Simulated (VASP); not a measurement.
SiC: elastic constants with LDA

Crystal: SiC.

```
Si C
1.0
     3.05636    0.00000    0.00000
    -1.52818    2.64689    0.00000
     0.00000    0.00000    5.01590
Si C
2 2
Direct
  0.33333 0.66667 0.00460
  0.66667 0.33333 0.50460
  0.33333 0.66667 0.38040
  0.66667 0.33333 0.88040
```

- Program: VASP 6.6.1
- Task: elastic constants
- Functional: LDA
- Potentials or basis: VASP PAW LDA potentials, release 64 (Si, C)
- Cutoff: 600 eV
- k mesh: 8 × 8 × 6
- Occupations: gaussian, width 0.01 eV
- Spin: no spin polarisation
- Dipole correction: no
- Ions in elastic constants: relaxed
- Further INCAR settings: ALGO = Normal; EDIFF = 1e-08; IBRION = 6; POTIM = 0.015; NSW = 1; ISIF = 3

The voigt bulk modulus is 230 GPa and the highest phonon frequency at Γ, LO-TO splitting left out is 842 cm⁻¹.

Phonon frequencies in cm⁻¹ (negative: imaginary):
```tsv
q point	frequencies
(0.000, 0.000, 0.000)	0 0 0 258 258 599 768 768 771 801 801 842
```

Elastic tensor in Voigt notation (GPa, in the Cartesian axes of the cell as first typed):
```
522 115  58   0   0   0
115 522  58   0   0   0
 58  58 566   0   0   0
  0   0   0 155   0   0
  0   0   0   0 155   0
  0   0   0   0   0 204
```

Clamped-ion elastic tensor (GPa):
```
573  88  35   0   0   0
 88 573  35   0   0   0
 35  35 610   0   0   0
  0   0   0 170   0   0
  0   0   0   0 170   0
  0   0   0   0   0 243
```

It took 11 min on 1 thread of Intel Xeon 8259CL (shared host), peak memory 0.31 GiB.
